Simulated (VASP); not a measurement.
Input of a VASP 6.6.1 run:

POSCAR

```
InP
1.0
    0.0000000000      2.9305000000      2.9305000000
    2.9305000000      0.0000000000      2.9305000000
    2.9305000000      2.9305000000      0.0000000000
In P
1 1
Direct
    0.0000000000      0.0000000000      0.0000000000
    0.7500000000      0.7500000000      0.7500000000
```

Contents of INCAR.step1:

```
SYSTEM = InP
ALGO     = Normal         ! electronic algorithm
EDIFF    = 1E-5           ! SCF threshold, eV
ENCUT    = 520            ! plane-wave cutoff, eV
GGA      = PE             ! functional
ISIF     = 2              ! what is computed and relaxed
ISMEAR   = -1             ! smearing method
LASPH    = .TRUE.         ! aspherical terms in the spheres
LREAL    = .FALSE.        ! projectors in reciprocal space
LWAVE    = .TRUE.         ! write WAVECAR
NBANDS   = 16             ! bands
NELM     = 60             ! most SCF steps
PREC     = Accurate       ! precision mode
SIGMA    = 0.05           ! smearing width, eV
```

File INCAR.step2:

```
SYSTEM = InP
AEXX     = 0.25           ! exact-exchange fraction
ALGO     = Normal         ! electronic algorithm
EDIFF    = 1E-6           ! SCF threshold, eV
ENCUT    = 520            ! plane-wave cutoff, eV
GGA      = PE             ! functional
ISIF     = 2              ! what is computed and relaxed
ISMEAR   = -1             ! smearing method
ISTART   = 1            
LASPH    = .TRUE.         ! aspherical terms in the spheres
LCHARG   = .TRUE.         ! write CHGCAR
LELF     = .TRUE.         ! ELF
LHFCALC  = .TRUE.         ! exact exchange
LREAL    = .FALSE.        ! projectors in reciprocal space
LVHAR    = .TRUE.       
LWAVE    = .FALSE.        ! write WAVECAR
NBANDS   = 16             ! bands
NELM     = 60             ! most SCF steps
PREC     = Accurate       ! precision mode
PRECFOCK = Normal       
SIGMA    = 0.05           ! smearing width, eV
```

The input KPOINTS:

```
k-points
0
G
  4 4 4
  0 0 0
```

Potentials or basis: VASP PAW PBE potentials, release 64 (In_d, P).

Launch:

```console
$ cat potpaw_PBE.64/In_d/POTCAR potpaw_PBE.64/P/POTCAR > POTCAR
$ cp INCAR.step1 INCAR
$ mpirun -np 1 vasp_std > vasp.out
$ cp INCAR.step2 INCAR
$ mpirun -np 1 vasp_std > vasp.out
```

Problem. What does it give for the band gap on the k mesh?

Solution. 2.25 eV.

Problem. What does it give for the pressure?

Solution. 1.2 GPa.

Caveat: the k points lie up to 0.46 Å⁻¹ apart; the PAW data sets were made with another functional, which shifts forces and pressure a little; spin-orbit coupling is left out, which moves the levels of the heavy elements.
